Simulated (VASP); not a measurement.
SrInCl3: single point with PBE

Crystal: SrInCl3.

```xyz
10
Lattice="3.5772 2.0653 5.8416 -3.5772 2.0653 5.8416 0.0000 -4.1306 5.8416" Properties=species:S:1:pos:R:3 pbc="T T T"
Sr    0.0000    0.0000   13.1436
Sr    0.0000    0.0000    4.3812
In    0.0000    0.0000    8.7624
In    0.0000    0.0000    0.0000
Cl    2.0338   -0.6079   10.2228
Cl   -0.4904    2.0653   10.2228
Cl   -1.5434   -1.4574   10.2228
Cl   -2.0338    0.6079    7.3020
Cl    0.4904   -2.0653    7.3020
Cl    1.5434    1.4574    7.3020
```

* Program: VASP 6.6.1
* Task: single point
* Functional: PBE
* Potentials or basis: VASP PAW PBE potentials, release 64 (Sr_sv, In_d, Cl)
* Cutoff: 520 eV
* k mesh: 4 × 4 × 4
* Occupations: gaussian, width 0.1 eV
* Spin: no spin polarisation
* Dipole correction: no
* Further INCAR settings: ALGO = Normal; EDIFF = 1e-07; NBANDS = 55

The pressure is 11.1 GPa and the largest force is 0.985 eV/Å. The band gap on the k mesh is zero (bands 44 and 45 overlap by 0.17 eV).

Forces in eV/Å, atoms in the order of the input:
```
Sr   0.000  0.000  0.000
Sr   0.000  0.000  0.000
In   0.000  0.000  0.000
In   0.000  0.000  0.000
Cl   0.492  0.853  0.000
Cl  -0.985  0.000  0.000
Cl   0.492 -0.853  0.000
Cl  -0.492 -0.853  0.000
Cl   0.985  0.000  0.000
Cl  -0.492  0.853  0.000
```

Stress tensor (GPa, compression positive):
```
11.23  0.00  0.00
 0.00 11.23  0.00
 0.00  0.00 10.83
```

Levels at points of the mesh, in eV from the Fermi level:
```
           k point  band 42  band 43  band 44  band 45  band 46  band 47
(0.00, 0.00, 0.00)    -5.39    -3.43    -0.85     0.08     0.19     0.19
(0.50, 0.00, 0.00)    -5.60    -1.35    -1.35     0.18     0.18     0.85
(0.50, 0.50, 0.50)    -5.76    -1.20    -1.20     0.74     0.74     0.81
(0.50, 0.50, 0.00)    -5.40    -1.22     0.18     0.45     0.70     0.99
```

Run time: 7.1 min on 1 thread of Intel Xeon 8259CL, with other jobs on the host, peak memory 0.5 GiB.

Caveat: the cell stands under pressure; spin-orbit coupling is left out, which moves the levels of the heavy elements.
